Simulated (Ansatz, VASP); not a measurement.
**Two plane-wave programs on Ge**

```
Ge
1.0
     2.78481    0.00000    0.00000
     0.00000    2.78481    0.00000
     0.00000    0.00000    2.78481
Ge
1
Cartesian
  0.0000 0.0000 0.0000
```

Alike in both runs: task single point; functional r2SCAN; k mesh 13 × 13 × 13; occupations fermi-dirac, width 0.1 eV; no spin polarisation.

```csv
,VASP,Ansatz
version,VASP 6.6.1,Ansatz 0.2.0
potentials or method,"VASP PAW PBE potentials, release 64 (Ge_d), cutoff 520 eV","plane waves (500 eV) with PAW, scalar-relativistic"
valence electrons in the cell,14,14
```

VASP gave:

| Item | Value |
| --- | --- |
| pressure (GPa) | -6.9 |

Task: Estimate Ansatz's values.

Result: Pressure (GPa): -6.8.

VASP's potentials were made for PBE, not for r2SCAN.
